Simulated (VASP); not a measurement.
Runs of VASP 6.6.1 on Pt. The structure is cubic, space group Fm-3m (No. 225). Conventional cell: a = 3.922 Å, b = 3.922 Å, c = 3.922 Å, α = 90.00°, β = 90.00°, γ = 90.00°. Pt (site symmetry m-3m) has 12 Pt at 2.77 Å within 3.7 Å. 

```tsv
spin	fixed moment (μB)	pressure (GPa)	moment (μB)
collinear	0.3	(a)	0.30
collinear, zero start	0.0	9.8	0.00
collinear	-	9.8	0.00
collinear	0.8	12.9	0.80
collinear	0.05	9.8	0.05
```

Alike in all rows: task single point; level PBE; potentials or basis VASP PAW PBE potentials, release 64 (Pt); cell as given; k mesh 14 × 14 × 14; cutoff (eV) 500; smearing fermi-dirac 0.1 eV.

Task: Estimate the missing entries.

Result: (a) 10.3.

Caveats: the cell stands under pressure; the total moment is fixed, so each spin has its own Fermi level (at least some runs).
